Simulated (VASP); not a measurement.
Crystal: BaO.

```
CELL_PARAMETERS angstrom
0.00000 2.77194 2.77194
2.77194 0.00000 2.77194
2.77194 2.77194 0.00000
ATOMIC_POSITIONS crystal
Ba 0.00000 0.00000 0.00000
O 0.50000 0.50000 0.50000
```

Base run:

| Item | Value |
| --- | --- |
| Program | VASP 6.6.1 |
| Functional | PBE |
| Potentials or basis | VASP PAW PBE potentials, release 64 (Ba_sv, O) |
| Cutoff | 600 eV |
| k mesh | 6 × 6 × 6 |
| Occupations | gaussian, width 0.01 eV |
| Spin | no spin polarisation |

Its results: band gap on the k mesh 1.98 eV; pressure 2.8 GPa.

Q: The run is repeated on the same cell with these changes: functional from PBE to HSE06; cutoff from 600 eV to 520 eV. What comes out?

A: Band gap on the k mesh 3.26 eV; pressure 1.1 GPa.

Caveats: spin-orbit coupling is left out, which moves the levels of the heavy elements; the PAW data sets were made with another functional, which shifts forces and pressure a little (at least some runs).

A k mesh can miss the band edges.
